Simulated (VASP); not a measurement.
Crystal: Cd3Fe.

```
CELL_PARAMETERS angstrom
0.00000 3.36205 3.36205
3.36205 0.00000 3.36205
3.36205 3.36205 0.00000
ATOMIC_POSITIONS crystal
Cd 0.25000 0.25000 0.25000
Cd 0.75000 0.75000 0.75000
Cd 0.50000 0.50000 0.50000
Fe 0.00000 0.00000 0.00000
```

```yaml
Program: VASP 6.6.1
Task: relaxation of cell and atoms
Functional: PBE
Potentials_or_basis: VASP PAW PBE potentials, release 64 (Cd, Fe)
Cutoff: 600 eV
k_mesh: 12 × 12 × 12
Occupations: gaussian, width 0.1 eV
Spin: no spin polarisation
```

At the start: pressure -3.4 GPa; volume 19.00 Å³/atom.

Question: How do energy, volume and symmetry change on relaxing?

Answer: Over 3 steps the energy falls by 8.9 meV/atom and the volume is 18.19 Å³/atom (-4.3 %); space group Fm-3m (No. 225, to 0.1 Å) before and after.

Step by step:
| step | energy change (eV) | largest force (eV/Å) | pressure (GPa) | volume (Å³) |
| --- | --- | --- | --- | --- |
| 1 | 0.0000 | 0.0000 | -3.37 | 76.01 |
| 2 | -0.0310 | 0.0000 | 1.32 | 71.70 |
| 3 | -0.0354 | 0.0000 | 0.03 | 72.77 |

Final structure:
```xyz
4
Lattice="0.0000 3.3136 3.3136 3.3136 0.0000 3.3136 3.3136 3.3136 0.0000" Properties=species:S:1:pos:R:3 pbc="T T T"
Cd    1.6568    1.6568    1.6568
Cd    4.9705    4.9705    4.9705
Cd    3.3136    3.3136    3.3136
Fe    0.0000    0.0000    0.0000
```

Caveat: the run has no spin polarisation, though such a crystal can be magnetic.
